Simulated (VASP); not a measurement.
# Sr3BiN in VASP: a series of runs, part 2 of 2

VASP 6.6.1. Earlier steps stand in the parts before.

## Step 5: Single point, LDA

This run uses another cell than the first one, of 28.60 Å³/atom.

The input, INCAR:

```
SYSTEM = Sr3BiN
ALGO = Normal
EDIFF = 1E-6
ENCUT = 520
ISIF = 2
ISMEAR = 1
LASPH = .TRUE.
LCHARG = .TRUE.
LELF = .TRUE.
LREAL = .FALSE.
LVHAR = .TRUE.
LWAVE = .FALSE.
NBANDS = 33
NELM = 100
PREC = Accurate
SIGMA = 0.1
```

The input, KPOINTS:

```
k-points
0
G
  7 7 7
  0 0 0
```

The input, POSCAR:

```
Sr3BiN
1.0
    5.2349399300      0.0000000000      0.0000000000
    0.0000000000      5.2349399300      0.0000000000
    0.0000000000      0.0000000000      5.2174901302
Sr Bi N
3 1 1
Direct
    0.5000000000      0.5000000000      0.0000000000
    0.0000000000      0.5000000000      0.5000000000
    0.5000000000      0.0000000000      0.5000000000
    0.0000000000      0.0000000000      0.0000000000
    0.5000000000      0.5000000000      0.5000000000
```

Potentials or basis: VASP PAW LDA potentials, release 64 (Sr_sv, Bi_d, N).

Command:

```
cat potpaw_LDA.64/Sr_sv/POTCAR potpaw_LDA.64/Bi_d/POTCAR potpaw_LDA.64/N/POTCAR > POTCAR
mpirun -np 1 vasp_std > vasp.out
```

OUTCAR:

```text
SYSTEM = Sr3BiN
   EDIFF = 1E-6
   ENCUT = 520
   ISIF = 2
   ISMEAR = 1
   LASPH = .TRUE.
   LREAL = .FALSE.
   NELM = 100
   PREC = Accurate

 ion  position               nearest neighbor table
   1  0.500  0.500  0.000-   5 2.61   5 2.61   2 3.70   2 3.70   3 3.70   3 3.70   3 3.70   3 3.70
                             2 3.70   2 3.70   4 3.70   4 3.70   4 3.70   4 3.70
   2  0.000  0.500  0.500-   5 2.62   5 2.62   1 3.70   1 3.70   4 3.70   4 3.70   4 3.70   1 3.70
                             4 3.70   1 3.70   3 3.70   3 3.70   3 3.70   3 3.70
   3  0.500  0.000  0.500-   5 2.62   5 2.62   1 3.70   1 3.70   4 3.70   1 3.70   4 3.70   1 3.70
                             4 3.70   4 3.70   2 3.70   2 3.70   2 3.70   2 3.70
   4  0.000  0.000  0.000-   2 3.70   3 3.70   2 3.70   3 3.70   2 3.70   2 3.70   3 3.70   3 3.70
                             1 3.70   1 3.70   1 3.70   1 3.70
   5  0.500  0.500  0.500-   1 2.61   1 2.61   3 2.62   2 2.62   3 2.62   2 2.62

  LATTYP: Found a simple tetragonal cell.
 ALAT       =     5.2349399300
 C/A-ratio  =     0.9966666667

  Lattice vectors:

 A1 = (   5.2349399300,   0.0000000000,   0.0000000000)
 A2 = (   0.0000000000,   5.2349399300,   0.0000000000)
 A3 = (   0.0000000000,   0.0000000000,   5.2174901302)

Analysis of symmetry for initial positions (statically):
=====================================================================
 Subroutine PRICEL returns:
 Original cell was already a primitive cell.

 Routine SETGRP: Setting up the symmetry group for a
 simple tetragonal supercell.

 Subroutine GETGRP returns: Found 16 space group operations
 (whereof 16 operations were pure point group operations)
 out of a pool of 16 trial point group operations.

The static configuration has the point symmetry D_4h.

Analysis of symmetry for dynamics (positions and initial velocities):
=====================================================================
 Subroutine PRICEL returns:
 Original cell was already a primitive cell.
[... 135 lines left out ...]
  volume/ion in A,a.u.               =      28.60       192.98
  Fermi-wavevector in a.u.,A,eV,Ry     =   1.153373  2.179559 18.099415  1.330270
  Thomas-Fermi vector in A             =   2.290018
   LORBIT       =      0    0 simple, 1 ext, 2 COOP (PROOUT), +10 PAW based schemes
   GGA     = CA    functional components
   LHFCALC =     F    Hartree Fock is set to
   AEXX    =    0.0000 exact exchange contribution
   IVDW    =     0    specifies the selected vdW correction
   LEPSILON=     F    determine dielectric tensor
   LRPA    =     F    only Hartree local field effects (RPA)
 non-spin polarized calculation
 Methfessel and Paxton  Order N= 1 SIGMA  =   0.10
  energy-cutoff  :      520.00
  volume of cell :      142.98
 maximum number of plane-waves:      3887
 NGX is ok and might be reduce to    40
   NGX = 19   NGY = 19   NGZ = 19

 number of electron      49.9999995 magnetization

 Free energy of the ion-electron system (eV)
  ---------------------------------------------------
  ext. energy  EPLUGINS =         0.00000000
  ---------------------------------------------------
  free energy    TOTEN  =       -24.32059439 eV

  energy without entropy =      -24.32076846  energy(sigma->0) =      -24.32065242

 E-fermi :   3.6852     XC(G=0):  -9.5012

 val. band max:        3.5937759596   @ k =   0.0000   0.0000   0.0000
 cond. band min:       3.7928932654   @ k =   0.0000   0.0000   0.0000
 fundamental gap:      0.1991173057
 Fermi energy:         3.6851875134

 k-point     1 :       0.0000    0.0000    0.0000
  band No.  band energies     occupation
      1     -31.3620      2.00000
      2     -31.2665      2.00000
      3     -31.2562      2.00000
      4     -18.2256      2.00000
      5     -18.2251      2.00000
      6     -18.2251      2.00000
[... 853 lines left out ...]
     32       7.7911      0.00000
     33       7.8703      0.00000

 [... further k-points ...]

------------------------ aborting loop because EDIFF is reached ----------------------------------------

  FORCE on cell =-STRESS in cart. coord.  units (eV):
  Direction    XX          YY          ZZ          XY          YZ          ZX
  --------------------------------------------------------------------------------------
  -------------------------------------------------------------------------------------
  Total       -2.7287057     -2.7287057     -2.5070724      0.0000000      0.0000000      0.0000000
  in kB      -30.5761101    -30.5761101    -28.0926314      0.0000000      0.0000000      0.0000000
  external PRESSURE =     -29.7482838 kB  Pullay stress =       0.0000000 kB

 VOLUME and BASIS-vectors are now :
 -----------------------------------------------------------------------------
  energy-cutoff  :      520.00
  volume of cell :      142.98
      direct lattice vectors                 reciprocal lattice vectors
     5.234939930  0.000000000  0.000000000     0.191024159  0.000000000  0.000000000
     0.000000000  5.234939930  0.000000000     0.000000000  0.191024159  0.000000000
     0.000000000  0.000000000  5.217490130     0.000000000  0.000000000  0.191663036

 POSITION                                       TOTAL-FORCE (eV/Angst)
 -----------------------------------------------------------------------------------
      2.61747      2.61747      0.00000         0.000000      0.000000      0.000000
      0.00000      2.61747      2.60875         0.000000      0.000000      0.000000
      2.61747      0.00000      2.60875         0.000000      0.000000      0.000000
      0.00000      0.00000      0.00000         0.000000      0.000000      0.000000
      2.61747      2.61747      2.60875         0.000000      0.000000      0.000000
 -----------------------------------------------------------------------------------
    total drift:                                0.000000      0.000000     -0.000000

  FREE ENERGIE OF THE ION-ELECTRON SYSTEM (eV)
  ---------------------------------------------------
  free  energy   TOTEN  =       -24.3205943943 eV

  energy  without entropy=      -24.3207684563  energy(sigma->0) =      -24.32065242
```

OSZICAR:

```text
N       E                     dE             d eps       ncg     rms          rms(c)
DAV:   1     0.436355743016E+03    0.43636E+03   -0.24089E+04  2640   0.147E+03
DAV:   2     0.176912593115E+02   -0.41866E+03   -0.39995E+03  2869   0.392E+02
DAV:   3    -0.269700770918E+02   -0.44661E+02   -0.43991E+02  4052   0.123E+02
DAV:   4    -0.295117921780E+02   -0.25417E+01   -0.25283E+01  4077   0.238E+01
DAV:   5    -0.296526305184E+02   -0.14084E+00   -0.14077E+00  3917   0.479E+00    0.283E+01
DAV:   6    -0.248478592666E+02    0.48048E+01   -0.30669E+01  3337   0.161E+01    0.325E+01
DAV:   7    -0.245813832781E+02    0.26648E+00   -0.31416E+00  3348   0.646E+00    0.188E+01
DAV:   8    -0.243583359426E+02    0.22305E+00   -0.13625E+00  2970   0.440E+00    0.285E+00
DAV:   9    -0.243186994392E+02    0.39637E-01   -0.18639E-01  4110   0.172E+00    0.966E-01
DAV:  10    -0.243211904602E+02   -0.24910E-02   -0.20838E-02  3272   0.521E-01    0.431E-01
DAV:  11    -0.243206221944E+02    0.56827E-03   -0.24854E-03  4480   0.194E-01    0.106E-01
DAV:  12    -0.243205991711E+02    0.23023E-04   -0.12251E-03  3357   0.102E-01    0.461E-02
DAV:  13    -0.243206033624E+02   -0.41914E-05   -0.24289E-04  3600   0.495E-02    0.327E-02
DAV:  14    -0.243205965864E+02    0.67761E-05   -0.11213E-04  2947   0.289E-02    0.121E-02
DAV:  15    -0.243205942560E+02    0.23303E-05   -0.16552E-05  2672   0.132E-02    0.261E-03
DAV:  16    -0.243205943943E+02   -0.13831E-06   -0.13083E-06  2426   0.572E-03
   1 F= -.24320594E+02 E0= -.24320652E+02  d E =0.174062E-03
```

stdout:

```text
POSCAR found type information on POSCAR SrBiN
 POSCAR found :  3 types and       5 ions
 scaLAPACK will be used
 LDA part: xc-table for (Slater(with rela. corr.)+CA(PZ))
 , standard interpolation
 POSCAR, INCAR and KPOINTS ok, starting setup
 FFT: planning ... GRIDC
 FFT: planning ... GRID_SOFT
 FFT: planning ... GRID
 WAVECAR not read
 entering main loop
```

Run time: 1.8 min. Hardware: 1 thread of Intel Xeon 6975P-C (Granite Rapids), shared host; peak memory 0.31 GiB.

Results:

```yaml
Free_energy: -24.3206 eV
Pressure: -3.0 GPa
Band_gap_on_the_k_mesh: 0.20 eV
```

Stress tensor (GPa, compression positive):
```
-3.06  0.00  0.00
 0.00 -3.06  0.00
 0.00  0.00 -2.81
```

Caveat: spin-orbit coupling is left out, which moves the levels of the heavy elements; an odd mesh through Γ misses points on the zone boundary, where band edges can lie.

## Step 6: Single point, LDA

This run uses another cell than the first one, of 28.79 Å³/atom.

The input, INCAR:

```
  PREC = Accurate
  ENCUT = 520
  EDIFF = 1E-6
  ISMEAR = 1
  SIGMA = 0.1
  LREAL = F
  LASPH = T
  NELM = 80
  ALGO = Normal
  ISIF = 2
  LWAVE = F
  LCHARG = T
  LELF = T
  LVHAR = T
  NBANDS = 33
```

The input, KPOINTS:

```
Automatic mesh
0
Gamma
  7 7 7
```

POSCAR, as its differences from that of step 5:

```diff
@@ -4,3 +4,3 @@
     0.0000000000      5.2349399300      0.0000000000
-    0.0000000000      0.0000000000      5.2174901302
+    0.0000000000      0.0000000000      5.2523897298
 Sr Bi N
```

Potentials or basis: VASP PAW LDA potentials, release 64 (Sr_sv, Bi_d, N).

Command:

```
cat potpaw_LDA.64/Sr_sv/POTCAR potpaw_LDA.64/Bi_d/POTCAR potpaw_LDA.64/N/POTCAR > POTCAR
mpirun -np 1 vasp_std > vasp.out
```

Wall time 1.7 min (1 thread of Intel Xeon 6975P-C (Granite Rapids), shared host); peak memory 0.31 GiB.

Results (log left out):

```yaml
Free_energy: -24.3023 eV
Pressure: -3.2 GPa
Band_gap_on_the_k_mesh: 0.21 eV
```

Stress tensor (GPa, compression positive):
```
-3.15  0.00  0.00
 0.00 -3.15  0.00
 0.00  0.00 -3.39
```

Levels at points of the mesh, in eV from the valence-band top:
```tsv
k point	band 21	band 22	band 23	band 24	band 25	band 26	band 27	band 28	band 29	band 30
(0.00, 0.00, 0.00)	-0.92	-0.92	-0.01	0.00	0.00	0.21	0.23	0.28	1.27	1.27
```

Caveat: the cell stands under tension; spin-orbit coupling is left out, which moves the levels of the heavy elements; an odd mesh through Γ misses points on the zone boundary, where band edges can lie.

## Step 7: Overview

```csv
cell,gap on the mesh (eV),pressure (GPa)
"a = 5.235 Å, 5 atoms",0.22,-3.1
"a = 5.235, b = 5.235, c = 5.183 Å, 5 atoms",0.15,-2.7
"a = 5.235, b = 5.235, c = 5.200 Å, 5 atoms",0.18,-2.8
"a = 5.235, b = 5.235, c = 5.217 Å, 5 atoms",0.20,-3.0
"a = 5.235, b = 5.235, c = 5.252 Å, 5 atoms",0.21,-3.2
```

Alike in all rows: task single point; level LDA; potentials or basis VASP PAW LDA potentials, release 64 (Sr_sv, Bi_d, N); no spin polarisation; k mesh 7 × 7 × 7; cutoff (eV) 520; smearing methfessel-paxton 0.1 eV.

Caveats: spin-orbit coupling is left out, which moves the levels of the heavy elements; an odd mesh through Γ misses points on the zone boundary, where band edges can lie; the cell stands under tension (at least some runs).

Total energies depend on the potentials used, so only differences within one code and one set of settings carry meaning.
